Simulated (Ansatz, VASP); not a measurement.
# One calculation of In3Se, two programs

Contents of INCAR:

```
  PREC = Accurate
  ENCUT = 520
  EDIFF = 1E-7
  ISMEAR = 0
  SIGMA = 0.2
  LREAL = F
  LASPH = T
  NELM = 80
  ALGO = Normal
  ISIF = 2
  LWAVE = F
  LCHARG = F
  GGA = PS
  NBANDS = 30
```

Contents of KPOINTS:

```
regular mesh
0
Gamma
  10 10 10
```

Contents of POSCAR:

```
In3Se
1.0
    4.8037580000      0.0000000000      0.0000000000
    0.0000000000      4.8037580000      0.0000000000
    0.0000000000      0.0000000000      4.8037580000
In Se
3 1
Direct
    0.0000000000      0.5000000000      0.5000000000
    0.5000000000      0.0000000000      0.5000000000
    0.5000000000      0.5000000000      0.0000000000
    0.0000000000      0.0000000000      0.0000000000
```

Input for Ansatz:

```yaml
crystal:
  lattice:
    - [4.803758, 0.0, 0.0]
    - [0.0, 4.803758, 0.0]
    - [0.0, 0.0, 4.803758]
  atoms:
    - { symbol: In, position: [0.0, 0.5, 0.5] }
    - { symbol: In, position: [0.5, 0.0, 0.5] }
    - { symbol: In, position: [0.5, 0.5, 0.0] }
    - { symbol: Se, position: [0.0, 0.0, 0.0] }
basis:
  ecutwfc: 420
kpoints:
  mp_grid: { grid: [10, 10, 10] }
hamiltonian:
  xc: pbesol
scf:
  occupations: { method: gaussian, width: 0.2 }
output:
  forces: true
  stress: true
  eigenvalues: true
```

Alike in both runs: task single point; functional PBEsol; k mesh 10 × 10 × 10; occupations gaussian, width 0.2 eV; no spin polarisation.

|  | VASP | Ansatz |
| --- | --- | --- |
| version | VASP 6.6.1 | Ansatz 0.2.0 |
| potentials or method | VASP PAW PBE potentials, release 64 (In_d, Se), cutoff 520 eV | scalar-relativistic, plane waves, PAW |
| valence electrons in the cell | 45 | 55 |

|  | VASP | Ansatz | Ansatz less VASP |
| --- | --- | --- | --- |
| gap on the k mesh at the Fermi level (eV) | none | none | - |
| pressure (GPa) | -3.0 | -3.0 | +0.02 |

VASP's potentials were made for PBE, not for PBEsol. A gap of «none» marks a metal or a gap that the smearing closes. VASP's potentials hold 45 valence electrons a cell and Ansatz's 55, so a difference there can come from the potentials and not from the codes.
